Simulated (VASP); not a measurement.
# SiC (P6_3mc) in VASP: single point with PBE

Aim: the single point of SiC with PBE.

Everything below comes from runs of VASP 6.6.1. Logs are shortened: lines on timing, memory, paths and dates and some standing lists are left out, and cuts for length are marked.

### Step 1. The cell of the first run

The structure is hexagonal, space group P6_3mc (No. 186). Conventional cell: a = 3.076 Å, b = 3.076 Å, c = 5.048 Å, α = 90.00°, β = 90.00°, γ = 120.00°. Within 2.5 Å of Si (site symmetry 3m) lie 4 C at 1.87 to 1.94 Å. C (site symmetry 3m) has 4 Si at 1.87 to 1.94 Å within 2.5 Å.

### Step 2. Single point, PBE

The input, INCAR:

```
  ALGO = Normal
  EDIFF = 1E-7
  ENCUT = 520
  GGA = PE
  ISIF = 2
  ISMEAR = 0
  LASPH = True
  LCHARG = False
  LREAL = False
  LWAVE = False
  NBANDS = 16
  NELM = 60
  PREC = Accurate
  SIGMA = 0.1
```

The input, KPOINTS:

```
k-points
0
Gamma
  6 6 4
```

The input, POSCAR:

```
SiC
1.0
    3.0759982064      0.0000000000      0.0000000000
   -1.5379991032      2.6638925888      0.0000000000
    0.0000000000      0.0000000000      5.0480000000
Si C
2 2
Direct
    0.3333333333      0.6666666667      0.0000000000
    0.6666666667      0.3333333333      0.5000000000
    0.3333333333      0.6666666667      0.3850000000
    0.6666666667      0.3333333333      0.8850000000
```

Potentials or basis: VASP PAW PBE potentials, release 64 (Si, C).

Started as:

```bash
cat potpaw_PBE.64/Si/POTCAR potpaw_PBE.64/C/POTCAR > POTCAR
mpirun -np 1 vasp_std > vasp.out
```

OUTCAR:

```text
EDIFF = 1E-7
   ENCUT = 520
   GGA = PE
   ISIF = 2
   ISMEAR = 0
   LASPH = True
   LREAL = False
   NELM = 60
   PREC = Accurate

 ion  position               nearest neighbor table
   1  0.333  0.667  0.000-   4 1.87   4 1.87   4 1.87   3 1.94   2 3.09   2 3.09   2 3.09   2 3.09
                             2 3.09   2 3.09
   2  0.667  0.333  0.500-   3 1.87   3 1.87   3 1.87   4 1.94   1 3.09   1 3.09   1 3.09   1 3.09
                             1 3.09   1 3.09
   3  0.333  0.667  0.385-   2 1.87   2 1.87   2 1.87   1 1.94
   4  0.667  0.333  0.885-   1 1.87   1 1.87   1 1.87   2 1.94

  LATTYP: Found a hexagonal cell.
 ALAT       =     3.0759982064
 C/A-ratio  =     1.6410932846

  Lattice vectors:

 A1 = (   3.0759982064,   0.0000000000,   0.0000000000)
 A2 = (  -1.5379991032,   2.6638925888,   0.0000000000)
 A3 = (   0.0000000000,   0.0000000000,   5.0480000000)

Analysis of symmetry for initial positions (statically):
=====================================================================
 Subroutine PRICEL returns:
 Original cell was already a primitive cell.

 Routine SETGRP: Setting up the symmetry group for a
 hexagonal supercell.

 Subroutine GETGRP returns: Found 12 space group operations
 (whereof  6 operations were pure point group operations)
 out of a pool of 24 trial point group operations.

The static configuration has the point symmetry C_3v.
 The point group associated with its full space group is C_6v.

Analysis of symmetry for dynamics (positions and initial velocities):
=====================================================================
 Subroutine PRICEL returns:
 Original cell was already a primitive cell.

 Routine SETGRP: Setting up the symmetry group for a
 hexagonal supercell.

 Subroutine GETGRP returns: Found 12 space group operations
 (whereof  6 operations were pure point group operations)
 out of a pool of 24 trial point group operations.

The dynamic configuration has the point symmetry C_3v.
 The point group associated with its full space group is C_6v.

 Subroutine INISYM returns: Found 12 space group operations
 (whereof  6 operations are pure point group operations),
 and found     1 'primitive' translations

----------------------------------------------------------------------------------------

                                     Primitive cell

  volume of cell :      41.3640

  direct lattice vectors                    reciprocal lattice vectors
     3.075998206  0.000000000  0.000000000     0.325097719  0.187695255  0.000000000
    -1.537999103  2.663892589  0.000000000     0.000000000  0.375390511  0.000000000
     0.000000000  0.000000000  5.048000000     0.000000000  0.000000000  0.198098257

  length of vectors
     3.075998206  3.075998206  5.048000000     0.375390511  0.375390511  0.198098257

  position of ions in fractional coordinates (direct lattice)
     0.333333333  0.666666667  0.000000000
     0.666666667  0.333333333  0.500000000
     0.333333333  0.666666667  0.385000000
     0.666666667  0.333333333  0.885000000

  ion indices of the primitive-cell ions
   primitive index   ion index
                 1           1
                 2           2
                 3           3
                 4           4

----------------------------------------------------------------------------------------

 KPOINTS: k-points

Automatic generation of k-mesh.
 Grid dimensions read from file:
 generate k-points for:    6    6    4

 Generating k-lattice:

  Cartesian coordinates                     Fractional coordinates (reciprocal lattice)
     0.054182953  0.031282543  0.000000000     0.166666667 -0.000000000  0.000000000
     0.000000000  0.062565085  0.000000000     0.000000000  0.166666667  0.000000000
     0.000000000  0.000000000  0.049524564     0.000000000  0.000000000  0.250000000

  Length of vectors
     0.062565085  0.062565085  0.049524564

  Shift w.r.t. Gamma in fractional coordinates (k-lattice)
     0.000000000  0.000000000  0.000000000

 Subroutine IBZKPT returns following result:
 ===========================================

 Found     21 irreducible k-points:

 Following reciprocal coordinates:
            Coordinates               Weight
  0.000000  0.000000  0.000000      1.000000
  0.166667 -0.000000  0.000000      6.000000
  0.333333 -0.000000  0.000000      6.000000
  0.500000  0.000000  0.000000      3.000000
  0.166667  0.166667  0.000000      6.000000
  0.333333  0.166667  0.000000     12.000000
[... 13 lines left out ...]
  0.333333  0.166667  0.500000     12.000000
  0.333333  0.333333  0.500000      2.000000
   k-points           NKPTS =     21   k-points in BZ     NKDIM =     21   number of bands    NBANDS=     16
   number of dos      NEDOS =    301   number of ions     NIONS =      4
   total plane-waves  NPLWV =  23040
   dimension x,y,z NGX =    24 NGY =   24 NGZ =   40
   dimension x,y,z NGXF=    48 NGYF=   48 NGZF=   80
   ions per type =               2   2
   NGX,Y,Z   is equivalent  to a cutoff of  12.97, 12.97, 13.17 a.u.
   NGXF,Y,Z  is equivalent  to a cutoff of  25.94, 25.94, 26.35 a.u.
 SYSTEM =  unknown system
   PREC   = accura    normal or accurate (medium, high low for compatibility)
   ISTART =      0    job   : 0-new  1-cont  2-samecut
   ICHARG =      2    charge: 1-file 2-atom 10-const
   ISPIN  =      1    spin polarized calculation?
   LNONCOLLINEAR =      F non collinear calculations
   LSORBIT =      F    spin-orbit coupling
   LASPH  =      T    aspherical Exc in radial PAW
   ENCUT  =  520.0 eV  38.22 Ry    6.18 a.u.   5.72  5.72  9.39*2*pi/ulx,y,z
   NELM   =     60;   NELMIN=  2; NELMDL= -5     # of ELM steps
   EDIFF  = 0.1E-06   stopping-criterion for ELM
   LREAL  =      F    real-space projection
   EDIFFG = 0.1E-05   stopping-criterion for IOM
   NSW    =      0    number of steps for IOM
   IBRION =     -1    ionic relax: 0-MD 1-quasi-New 2-CG
   NFREE  =      0    steps in history (QN), initial steepest desc. (CG)
   ISIF   =      2    stress and relaxation
   ISYM   =      2    0-nonsym 1-usesym 2-fastsym
   POTIM  = 0.5000    time-step for ionic-motion
   TEBEG  =    0.0;   TEEND  =   0.0 temperature during run
   PSTRESS=    0.0 pullay stress
   NELECT =      16.0000    total number of electrons
   NUPDOWN=      -1.0000    fix difference up-down
   EMIN   =  10.00;   EMAX   =-10.00  energy-range for DOS
   EFERMI =   0.00;   METHOD = LEGACY
   ISMEAR =     0;   SIGMA  =   0.10  broadening in eV -4-tet -1-fermi 0-gaus
   EFERMI_NEDOS =   21; number of points for ismear=-14 and -15
   IALGO  =     38    algorithm
   IMIX   =      4    mixing-type and parameters
     AMIX     =   0.40;   BMIX     =  1.00
     AMIX_MAG =   1.60;   BMIX_MAG =  1.00
  volume/ion in A,a.u.               =      10.34        69.78
  Fermi-wavevector in a.u.,A,eV,Ry     =   1.192818  2.254099 19.358564  1.422814
  Thomas-Fermi vector in A             =   2.328847
   LORBIT       =      0    0 simple, 1 ext, 2 COOP (PROOUT), +10 PAW based schemes
   GGA     = PE    functional components
   LHFCALC =     F    Hartree Fock is set to
   AEXX    =    0.0000 exact exchange contribution
   IVDW    =     0    specifies the selected vdW correction
   LEPSILON=     F    determine dielectric tensor
   LRPA    =     F    only Hartree local field effects (RPA)
 non-spin polarized calculation
 Gauss-broadening in eV      SIGMA  =   0.10
  energy-cutoff  :      520.00
  volume of cell :       41.36
 maximum number of plane-waves:      1132
 NGX is ok and might be reduce to    24
   NGX = 11   NGY = 11   NGZ = 19

 number of electron      16.0000000 magnetization

 Free energy of the ion-electron system (eV)
  ---------------------------------------------------
  ext. energy  EPLUGINS =         0.00000000
  ---------------------------------------------------
  free energy    TOTEN  =       -30.05752511 eV

  energy without entropy =      -30.05752511  energy(sigma->0) =      -30.05752511

 E-fermi :   8.9130     XC(G=0): -11.3475

 val. band max:        8.4129077413   @ k =   0.0000   0.0000   0.0000
 cond. band min:      10.7328613254   @ k =   0.3333   0.3333   0.0000
 fundamental gap:      2.3199535841
 Fermi energy:         8.9130288901

 k-point     1 :       0.0000    0.0000    0.0000
  band No.  band energies     occupation
      1      -7.3131      2.00000
      2      -3.8103      2.00000
      3      -0.2817      2.00000
      4       6.8565      2.00000
      5       6.8565      2.00000
      6       8.1375      2.00000
[... 8 lines left out ...]
     15      17.1139      0.00000
     16      19.7566      0.00000

 k-point     2 :       0.1667   -0.0000    0.0000
  band No.  band energies     occupation
      1      -6.8335      2.00000
      2      -3.4038      2.00000
      3       0.1581      2.00000
      4       4.7005      2.00000
      5       6.1770      2.00000
      6       6.5765      2.00000
[... 8 lines left out ...]
     15      17.7318      0.00000
     16      18.1248      0.00000

 k-point     3 :       0.3333   -0.0000    0.0000
  band No.  band energies     occupation
      1      -5.4616      2.00000
      2      -2.4240      2.00000
      3       0.9039      2.00000
      4       2.0528      2.00000
      5       3.7870      2.00000
      6       5.2381      2.00000
[... 8 lines left out ...]
     15      19.0762      0.00000
     16      20.2130      0.00000

 k-point     4 :       0.5000    0.0000    0.0000
  band No.  band energies     occupation
      1      -3.9804      2.00000
      2      -2.5216      2.00000
      3       0.4180      2.00000
      4       1.8633      2.00000
      5       2.9815      2.00000
      6       4.8701      2.00000
[... 8 lines left out ...]
     15      18.5578      0.00000
     16      20.6127      0.00000
[... 267 lines left out ...]
 k-point    19 :       0.1667    0.1667    0.5000
  band No.  band energies     occupation
      1      -4.7669      2.00000
      2      -4.7669      2.00000
      3       2.9163      2.00000
      4       2.9163      2.00000
      5       5.2273      2.00000
      6       5.2273      2.00000
[... 8 lines left out ...]
     15      18.5885      0.00000
     16      18.5885      0.00000

 k-point    20 :       0.3333    0.1667    0.5000
  band No.  band energies     occupation
      1      -3.2814      2.00000
      2      -3.2814      2.00000
      3       0.7362      2.00000
      4       0.7362      2.00000
      5       4.1076      2.00000
      6       4.1076      2.00000
[... 8 lines left out ...]
     15      19.9149      0.00000
     16      19.9149      0.00000

 k-point    21 :       0.3333    0.3333    0.5000
  band No.  band energies     occupation
      1      -2.5016      2.00000
      2      -2.5016      2.00000
      3       0.4770      2.00000
      4       0.4770      2.00000
      5       2.5567      2.00000
      6       2.5567      2.00000
[... 8 lines left out ...]
     15      19.8128      0.00000
     16      19.8128      0.00000

------------------------ aborting loop because EDIFF is reached ----------------------------------------

  FORCE on cell =-STRESS in cart. coord.  units (eV):
  Direction    XX          YY          ZZ          XY          YZ          ZX
  --------------------------------------------------------------------------------------
  -------------------------------------------------------------------------------------
  Total        1.3682056      1.3682056      0.0821638      0.0000000      0.0000000      0.0000000
  in kB       52.9955996     52.9955996      3.1825045      0.0000000      0.0000000      0.0000000
  external PRESSURE =      36.3912346 kB  Pullay stress =       0.0000000 kB

 VOLUME and BASIS-vectors are now :
 -----------------------------------------------------------------------------
  energy-cutoff  :      520.00
  volume of cell :       41.36
      direct lattice vectors                 reciprocal lattice vectors
     3.075998206  0.000000000  0.000000000     0.325097719  0.187695255  0.000000000
    -1.537999103  2.663892589  0.000000000     0.000000000  0.375390511  0.000000000
     0.000000000  0.000000000  5.048000000     0.000000000  0.000000000  0.198098257

 POSITION                                       TOTAL-FORCE (eV/Angst)
 -----------------------------------------------------------------------------------
     -0.00000      1.77593      0.00000        -0.000000      0.000000      0.745190
      1.53800      0.88796      2.52400         0.000000      0.000000      0.745190
     -0.00000      1.77593      1.94348        -0.000000      0.000000     -0.745190
      1.53800      0.88796      4.46748         0.000000     -0.000000     -0.745190
 -----------------------------------------------------------------------------------
    total drift:                                0.000000      0.000000     -0.000276

  FREE ENERGIE OF THE ION-ELECTRON SYSTEM (eV)
  ---------------------------------------------------
  free  energy   TOTEN  =       -30.0575251078 eV

  energy  without entropy=      -30.0575251078  energy(sigma->0) =      -30.05752511
```

Run time: 5.3 s. Hardware: 1 thread of Intel Xeon 6975P-C (Granite Rapids), shared host; peak memory 0.15 GiB.

Results:

- Free energy: -30.0575 eV
- Pressure: 3.6 GPa
- Largest force: 0.745 eV/Å
- Band gap on the k mesh: 2.32 eV, indirect (least direct gap 4.07 eV)

Forces on the atoms (eV/Å):
```
Si   0.000  0.000  0.745
Si   0.000  0.000  0.745
C    0.000  0.000 -0.745
C    0.000  0.000 -0.745
```
